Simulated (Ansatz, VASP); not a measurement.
# GaSb in VASP and in Ansatz

File INCAR:

```
SYSTEM = GaSb
  ALGO = Normal
  EDIFF = 1E-6
  ENCUT = 520
  GGA = PE
  ISIF = 2
  ISMEAR = -1
  LASPH = .True.
  LCHARG = .False.
  LREAL = .False.
  LWAVE = .False.
  NBANDS = 16
  NELM = 80
  PREC = Accurate
  SIGMA = 0.02
```

KPOINTS

```
k-points
0
Gamma
  6 6 6
  0 0 0
```

POSCAR

```
GaSb
1.0
    0.0000000000      3.0793933333      3.0186176045
    3.0793933333      0.0000000000      3.0186176045
    3.0793933333      3.0793933333      0.0000000000
Ga Sb
1 1
Direct
    0.0000000000      0.0000000000      0.0000000000
    0.2500000000      0.2500000000      0.2500000000
```

Input for Ansatz:

```yaml
crystal:
  lattice:
    - [0.0, 3.0793933333333334, 3.018617604491032]
    - [3.0793933333333334, 0.0, 3.018617604491032]
    - [3.0793933333333334, 3.0793933333333334, 0.0]
  atoms:
    - { symbol: Ga, position: [0.0, 0.0, 0.0] }
    - { symbol: Sb, position: [0.25, 0.25, 0.25] }
basis:
  ecutwfc: 420.0
kpoints:
  mp_grid:
    grid: [6, 6, 6]
hamiltonian:
  xc: pbe
  pseudopotentials:
    kind: paw
scf:
  occupations:
    method: fermi_dirac
    width: 0.02
output:
  stress: true
```

Alike in both runs: task single point; functional PBE; k mesh 6 × 6 × 6; occupations fermi-dirac, width 0.02 eV; no spin polarisation.

|  | VASP | Ansatz |
| --- | --- | --- |
| version | VASP 6.6.1 | Ansatz 0.2.0 |
| potentials or method | VASP PAW PBE potentials, release 64 (Ga_d, Sb), cutoff 520 eV | plane waves, PAW |
| valence electrons in the cell | 18 | 28 |

|  | VASP | Ansatz | Ansatz less VASP |
| --- | --- | --- | --- |
| pressure (GPa) | 2.5 | 2.4 | -0.07 |
| traceless stress, the component that is largest in VASP (GPa) | 0.49 | 0.49 | +0.001 |

VASP's potentials hold 18 valence electrons a cell and Ansatz's 28, so a difference there can come from the potentials and not from the codes.

Neither program's run includes spin-orbit coupling.
